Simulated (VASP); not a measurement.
# HfN in VASP: further runs, part 2 of 2

VASP 6.6.1. Earlier steps stand in the parts before.

## 3. Electric field gradients, PBE (z stretched by -1 % at fixed volume)

INCAR

```
SYSTEM = HfN
ALGO     = Normal         ! electronic algorithm
EDIFF    = 1E-8           ! SCF threshold, eV
ENCUT    = 520            ! plane-wave cutoff, eV
GGA      = PE             ! functional
ISIF     = 2              ! what is computed and relaxed
ISMEAR   = -1             ! smearing method
LASPH    = .TRUE.         ! aspherical terms in the spheres
LCHARG   = .FALSE.        ! write CHGCAR
LEFG     = .TRUE.       
LREAL    = .FALSE.        ! projectors in reciprocal space
LWAVE    = .FALSE.        ! write WAVECAR
NBANDS   = 14             ! bands
NELM     = 100            ! most SCF steps
PREC     = Accurate       ! precision mode
SIGMA    = 0.05           ! smearing width, eV
```

KPOINTS

```
k-points
0
G
  16 16 16
  0 0 0
```

POSCAR

```
HfN
1.0
    0.0000000000      2.2672247310      2.2333015231
    2.2672247310      0.0000000000      2.2333015231
    2.2672247310      2.2672247310      0.0000000000
Hf N
1 1
Direct
    0.0000000000      0.0000000000      0.0000000000
    0.5000000000      0.5000000000      0.5000000000
```

Potentials or basis: VASP PAW PBE potentials, release 64 (Hf_pv, N).

Launch:

```sh
> cat potpaw_PBE.64/Hf_pv/POTCAR potpaw_PBE.64/N/POTCAR > POTCAR
> mpirun -np 1 vasp_std > vasp.out
```

OUTCAR:

```text
SYSTEM = HfN
   EDIFF = 1E-8
   ENCUT = 520
   GGA = PE
   ISIF = 2
   ISMEAR = -1
   LASPH = .TRUE.
   LREAL = .FALSE.
   NELM = 100
   PREC = Accurate

 ion  position               nearest neighbor table
   1  0.000  0.000  0.000-   2 2.23   2 2.23   2 2.27   2 2.27   2 2.27   2 2.27
   2  0.500  0.500  0.500-   1 2.23   1 2.23   1 2.27   1 2.27   1 2.27   1 2.27

  LATTYP: Found a body centered tetragonal cell.
 ALAT       =     3.2063399635
 C/A-ratio  =     1.3930534806

  Lattice vectors:

 A1 = (   0.0000000000,  -2.2672247310,  -2.2333015231)
 A2 = (   0.0000000000,   2.2672247310,  -2.2333015231)
 A3 = (   2.2672247310,   0.0000000000,   2.2333015231)

Analysis of symmetry for initial positions (statically):
=====================================================================
 Subroutine PRICEL returns:
 Original cell was already a primitive cell.

 Routine SETGRP: Setting up the symmetry group for a
[... 596 lines left out ...]
  energy-cutoff  :      520.00
  volume of cell :       22.96
      direct lattice vectors                 reciprocal lattice vectors
     0.000000000  2.267224731  2.233301523    -0.220533939  0.220533939  0.223883786
     2.267224731  0.000000000  2.233301523     0.220533939 -0.220533939  0.223883786
     2.267224731  2.267224731  0.000000000     0.220533939  0.220533939 -0.223883786

 POSITION                                       TOTAL-FORCE (eV/Angst)
 -----------------------------------------------------------------------------------
      0.00000      0.00000      0.00000         0.000000     -0.000000      0.000000
      2.26722      2.26722      2.23330        -0.000000      0.000000      0.000000
 -----------------------------------------------------------------------------------
    total drift:                                0.000000     -0.000000     -0.000000

  FREE ENERGIE OF THE ION-ELECTRON SYSTEM (eV)
  ---------------------------------------------------
  free  energy   TOTEN  =       -21.7505426868 eV

  energy  without entropy=      -21.7458172879  energy(sigma->0) =      -21.74817999

 Electric field gradients (V/A^2)
---------------------------------------------------------------------
 ion       V_xx      V_yy      V_zz      V_xy      V_xz      V_yz
---------------------------------------------------------------------
   1      28.981    28.981   -57.963    -0.000    -0.001    -0.001
   2       2.739     2.739    -5.477     0.001     0.001     0.001
---------------------------------------------------------------------

 Electric field gradients after diagonalization (V/A^2)
 (convention: |V_zz| > |V_xx| > |V_yy|)
----------------------------------------------------------------------
 ion       V_xx      V_yy      V_zz     asymmetry (V_yy - V_xx)/ V_zz
----------------------------------------------------------------------
   1      28.982    28.981   -57.963       0.000
   2       2.739     2.738    -5.477       0.000
----------------------------------------------------------------------

           NMR quadrupolar parameters

 Cq : quadrupolar parameter    Cq=e*Q*V_zz/h
 eta: asymmetry parameters     (V_yy - V_xx)/ V_zz
 Q  : nuclear electric quadrupole moment in mb (millibarn)
----------------------------------------------------------------------
 ion       Cq(MHz)       eta       Q (mb)
----------------------------------------------------------------------
   1      -0.140       0.000       1.000
   2      -0.013       0.000       1.000
----------------------------------------------------------------------
```

OSZICAR:

```text
N       E                     dE             d eps       ncg     rms          rms(c)
DAV:   1     0.384702615613E+02    0.38470E+02   -0.78188E+03  9786   0.101E+03
DAV:   2    -0.227682278946E+02   -0.61238E+02   -0.57191E+02 12942   0.236E+02
DAV:   3    -0.247467877126E+02   -0.19786E+01   -0.19697E+01 11244   0.349E+01
DAV:   4    -0.247539854784E+02   -0.71978E-02   -0.71960E-02 11622   0.246E+00
DAV:   5    -0.247540306048E+02   -0.45126E-04   -0.45126E-04 11260   0.166E-01    0.495E+01
DAV:   6    -0.218526116791E+02    0.29014E+01   -0.82041E+00 10900   0.222E+01    0.420E+01
DAV:   7    -0.217775136834E+02    0.75098E-01   -0.45523E-01 12364   0.601E+00    0.267E+01
DAV:   8    -0.217561461777E+02    0.21368E-01   -0.10439E-01 11302   0.280E+00    0.600E+00
DAV:   9    -0.217506646021E+02    0.54816E-02   -0.15339E-02 11038   0.996E-01    0.197E+00
DAV:  10    -0.217505747327E+02    0.89869E-04   -0.10661E-03 12974   0.316E-01    0.423E-01
DAV:  11    -0.217505446980E+02    0.30035E-04   -0.71448E-05 11746   0.844E-02    0.104E-01
DAV:  12    -0.217505429418E+02    0.17562E-05   -0.73593E-06 13070   0.231E-02    0.177E-02
DAV:  13    -0.217505427204E+02    0.22143E-06   -0.20149E-07 11362   0.454E-03    0.450E-03
DAV:  14    -0.217505426405E+02    0.79847E-07   -0.15931E-08 12228   0.110E-03    0.467E-03
DAV:  15    -0.217505426845E+02   -0.43981E-07   -0.37235E-09  6374   0.614E-04    0.107E-04
DAV:  16    -0.217505426868E+02   -0.23099E-08   -0.67005E-10  5960   0.264E-04
   1 F= -.21750543E+02 E0= -.21748180E+02  d E =-.472540E-02
```

Run time: 39 s. Hardware: 1 thread of Intel Xeon 6975P-C (Granite Rapids), shared host; peak memory 0.24 GiB.

Results:

- Free energy: -21.7505 eV
- Pressure: 4.4 GPa
- Band gap on the k mesh: zero (an odd number of electrons rules out a gap without spin polarisation)
- Largest electric field gradient by atom: Hf -58.0; N -5.5 V/Å²

Levels at points of the mesh, in eV from the Fermi level:
| k point | band 6 | band 7 | band 8 | band 9 | band 10 | band 11 |
| --- | --- | --- | --- | --- | --- | --- |
| (0.00, 0.00, 0.00) | -3.07 | -2.99 | -0.41 | -0.41 | -0.24 | 1.64 |
| (0.50, 0.00, 0.00) | -6.22 | -6.21 | 3.29 | 3.67 | 3.78 | 4.44 |
| (0.50, 0.50, 0.00) | -3.86 | -3.75 | -3.75 | 4.12 | 5.55 | 5.55 |
| (0.50, 0.00, 0.50) | -3.82 | -3.72 | -3.64 | 4.08 | 5.44 | 5.65 |

Electric field gradients, principal values (V/Å²):
```csv
atom,least,middle,greatest (by size)
1 Hf,28.981,28.982,-57.963
2 N,2.738,2.739,-5.477
```

Caveat: the stress differs along the axes, from 2 to 10 GPa; without QUAD_EFG the Cq values of the log hold for a quadrupole moment of 1 mb, not for the nuclei; spin-orbit coupling is left out, which moves the levels of the heavy elements.

## 4. Electric field gradients, PBE (equal xy, yz and zx shear strains of +4 %)

INCAR

```
  ALGO = Normal
  EDIFF = 1E-8
  ENCUT = 520
  GGA = PE
  ISIF = 2
  ISMEAR = -1
  LASPH = T
  LCHARG = F
  LEFG = T
  LREAL = F
  LWAVE = F
  NBANDS = 14
  NELM = 100
  PREC = Accurate
  SIGMA = 0.05
```

KPOINTS

```
k-points
0
Gamma
  16 16 16
```

POSCAR

```
HfN
1.0
    0.0902344050      2.3009773268      2.3009773268
    2.3009773268      0.0902344050      2.3009773268
    2.3009773268      2.3009773268      0.0902344050
Hf N
1 1
Direct
    0.0000000000      0.0000000000      0.0000000000
    0.5000000000      0.5000000000      0.5000000000
```

Potentials or basis: VASP PAW PBE potentials, release 64 (Hf_pv, N).

Launch:

```sh
> cat potpaw_PBE.64/Hf_pv/POTCAR potpaw_PBE.64/N/POTCAR > POTCAR
> mpirun -np 1 vasp_std > vasp.out
```

OUTCAR:

```text
EDIFF = 1E-8
   ENCUT = 520
   GGA = PE
   ISIF = 2
   ISMEAR = -1
   LASPH = T
   LREAL = F
   NELM = 100
   PREC = Accurate

 ion  position               nearest neighbor table
   1  0.000  0.000  0.000-   2 2.26   2 2.26   2 2.26   2 2.26   2 2.26   2 2.26
   2  0.500  0.500  0.500-   1 2.26   1 2.26   1 2.26   1 2.26   1 2.26   1 2.26

  LATTYP: Found a trigonal (rhomboedric) cell.
 ALAT       =     3.2553241873
 COS(alpha) =     0.5388013830

  Lattice vectors:

 A1 = (   0.0902344050,   2.3009773268,   2.3009773268)
 A2 = (   2.3009773268,   0.0902344050,   2.3009773268)
 A3 = (   2.3009773268,   2.3009773268,   0.0902344050)

Analysis of symmetry for initial positions (statically):
=====================================================================
 Subroutine PRICEL returns:
 Original cell was already a primitive cell.

 Routine SETGRP: Setting up the symmetry group for a
 trigonal (rhombohedral) supercell.

 Subroutine GETGRP returns: Found 12 space group operations
 (whereof 12 operations were pure point group operations)
 out of a pool of 12 trial point group operations.

The static configuration has the point symmetry D_3d.

Analysis of symmetry for dynamics (positions and initial velocities):
=====================================================================
 Subroutine PRICEL returns:
 Original cell was already a primitive cell.

 Routine SETGRP: Setting up the symmetry group for a
 trigonal (rhombohedral) supercell.

 Subroutine GETGRP returns: Found 12 space group operations
 (whereof 12 operations were pure point group operations)
 out of a pool of 12 trial point group operations.

The dynamic configuration has the point symmetry D_3d.
[... 166 lines left out ...]
     12      10.4762      0.00000
     13      10.4762      0.00000
     14      18.0526      0.00000
[... 377 lines left out ...]
      1     -22.7900      2.00000
      2     -22.7682      2.00000
      3     -22.6986      2.00000
      4      -8.8562      2.00000
      5       4.5046      2.00000
      6       4.5709      2.00000
      7       5.1620      2.00000
      8       7.6792      2.00000
      9       8.3918      1.22274
     10       8.8332      0.00046
     11      10.6130      0.00000
     12      11.4973      0.00000
     13      11.5336      0.00000
     14      18.9541      0.00000

 [... further k-points ...]
[... 5 lines left out ...]
  --------------------------------------------------------------------------------------
  -------------------------------------------------------------------------------------
  Total        0.6753548      0.6753548      0.6753548     -0.7221712     -0.7221712     -0.7221712
  in kB       47.1835490     47.1835490     47.1835490    -50.4543663    -50.4543663    -50.4543663
  external PRESSURE =      47.1835490 kB  Pullay stress =       0.0000000 kB

 VOLUME and BASIS-vectors are now :
 -----------------------------------------------------------------------------
  energy-cutoff  :      520.00
  volume of cell :       22.93
      direct lattice vectors                 reciprocal lattice vectors
     0.090234405  2.300977327  2.300977327    -0.230517705  0.221818924  0.221818924
     2.300977327  0.090234405  2.300977327     0.221818924 -0.230517705  0.221818924
     2.300977327  2.300977327  0.090234405     0.221818924  0.221818924 -0.230517705

 POSITION                                       TOTAL-FORCE (eV/Angst)
 -----------------------------------------------------------------------------------
      0.00000      0.00000      0.00000        -0.000000     -0.000000     -0.000000
      2.34609      2.34609      2.34609         0.000000      0.000000      0.000000
 -----------------------------------------------------------------------------------
    total drift:                                0.000000     -0.000000     -0.000000

  FREE ENERGIE OF THE ION-ELECTRON SYSTEM (eV)
  ---------------------------------------------------
  free  energy   TOTEN  =       -21.7130843385 eV

  energy  without entropy=      -21.7080056924  energy(sigma->0) =      -21.71054502

 Electric field gradients (V/A^2)
---------------------------------------------------------------------
 ion       V_xx      V_yy      V_zz      V_xy      V_xz      V_yz
---------------------------------------------------------------------
   1       0.000    -0.000    -0.000   -13.549   -13.549   -13.549
   2      -0.000     0.000    -0.000     2.813     2.813     2.813
---------------------------------------------------------------------

 Electric field gradients after diagonalization (V/A^2)
 (convention: |V_zz| > |V_xx| > |V_yy|)
----------------------------------------------------------------------
 ion       V_xx      V_yy      V_zz     asymmetry (V_yy - V_xx)/ V_zz
----------------------------------------------------------------------
   1      13.549    13.549   -27.098       0.000
   2      -2.813    -2.813     5.626       0.000
----------------------------------------------------------------------

           NMR quadrupolar parameters

 Cq : quadrupolar parameter    Cq=e*Q*V_zz/h
 eta: asymmetry parameters     (V_yy - V_xx)/ V_zz
 Q  : nuclear electric quadrupole moment in mb (millibarn)
----------------------------------------------------------------------
 ion       Cq(MHz)       eta       Q (mb)
----------------------------------------------------------------------
   1      -0.066       0.000       1.000
   2       0.014       0.000       1.000
----------------------------------------------------------------------
```

It took 44 s on 1 thread of Intel Xeon 6975P-C (Granite Rapids), shared host; peak memory 0.26 GiB.

Results:

| Property | Result |
| --- | --- |
| Free energy | -21.7131 eV |
| Pressure | 4.7 GPa |
| Band gap on the k mesh | zero (an odd number of electrons rules out a gap without spin polarisation) |
| Largest electric field gradient by atom | Hf -27.1; N +5.6 V/Å² |

Levels at points of the mesh, in eV from the Fermi level:
| k point | band 5 | band 6 | band 7 | band 8 | band 9 | band 10 |
| --- | --- | --- | --- | --- | --- | --- |
| (0.00, 0.00, 0.00) | -3.22 | -2.88 | -2.88 | -1.03 | -0.07 | -0.07 |
| (0.50, 0.00, 0.00) | -8.87 | -6.56 | -5.99 | 2.64 | 4.15 | 4.34 |
| (0.50, 0.50, 0.00) | -5.40 | -3.83 | -3.80 | -3.52 | 4.07 | 5.27 |
| (0.50, 0.50, 0.50) | -8.96 | -5.82 | -5.82 | 3.04 | 3.41 | 3.41 |

Electric field gradients, principal values (V/Å²):
| atom | least | middle | greatest (by size) |
| --- | --- | --- | --- |
| 1 Hf | 13.549 | 13.549 | -27.098 |
| 2 N | -2.813 | -2.813 | 5.626 |

Caveat: the cell differs from its parent crystal (equal xy, yz and zx shear strains of +4 %); the cell stands under pressure; without QUAD_EFG the Cq values of the log hold for a quadrupole moment of 1 mb, not for the nuclei; spin-orbit coupling is left out, which moves the levels of the heavy elements.
